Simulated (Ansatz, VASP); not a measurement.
## Two plane-wave programs on RbBr

Contents of INCAR:

```
SYSTEM = RbBr
  ALGO = Normal
  EDIFF = 1E-6
  ENCUT = 520
  GGA = PE
  ISIF = 2
  ISMEAR = 0
  LASPH = .True.
  LCHARG = .True.
  LELF = .True.
  LREAL = .False.
  LVHAR = .True.
  LWAVE = .False.
  NBANDS = 15
  NELM = 60
  PREC = Accurate
  SIGMA = 0.05
```

The input KPOINTS:

```
k-points
0
Gamma
  6 6 6
  0 0 0
```

The input POSCAR:

```
RbBr
1.0
    4.3606181872      0.0000000000      0.0000000000
    0.0000000000      4.3606181872      0.0000000000
    0.0000000000      0.0000000000      4.1929021031
Rb Br
1 1
Direct
   -0.0231445439      0.0000000000      0.0000000000
    0.5247561230      0.5000000000      0.5000000000
```

Input for Ansatz:

```yaml
crystal:
  lattice:
    - [4.3606181872, 0.0, 0.0]
    - [0.0, 4.3606181872, 0.0]
    - [0.0, 0.0, 4.1929021031]
  atoms:
    - { symbol: Rb, position: [-0.0231445439, 0.0, 0.0] }
    - { symbol: Br, position: [0.524756123, 0.5, 0.5] }
basis:
  ecutwfc: 420
kpoints:
  mp_grid: { grid: [6, 6, 6] }
hamiltonian:
  xc: pbe
  pseudopotentials: { kind: paw }
scf:
  occupations: { method: gaussian, width: 0.05 }
output:
  forces: true
  stress: true
  eigenvalues: true
```

Change from the starting cell: mode 4 frozen in at -0.104 Å, equal normal strain along x and y +0.0400.

Alike in both runs: task single point; functional PBE; k mesh 6 × 6 × 6; occupations gaussian, width 0.05 eV; no spin polarisation.

```csv
,VASP,Ansatz
version,VASP 6.6.1,Ansatz 0.2.0
potentials or method,"VASP PAW PBE potentials, release 64 (Rb_sv, Br), cutoff 520 eV","scalar-relativistic, plane waves, PAW"
valence electrons in the cell,16,16
```

|  | VASP | Ansatz | Ansatz less VASP |
| --- | --- | --- | --- |
| gap on the k mesh at the Fermi level (eV) | 3.61 | 3.61 | +0.001 |
| least direct gap on the mesh (eV) | 3.72 | 3.72 | 0.000 |
| pressure (GPa) | -0.7 | -0.7 | -0.02 |
| traceless stress, the component that is largest in VASP (GPa) | 0.67 | 0.67 | -0.001 |
| rms of the force components (eV/Å) | 0.038 | 0.037 | -0.0008 |

Atom by atom the forces differ by 0.001 eV/Å (rms over components).
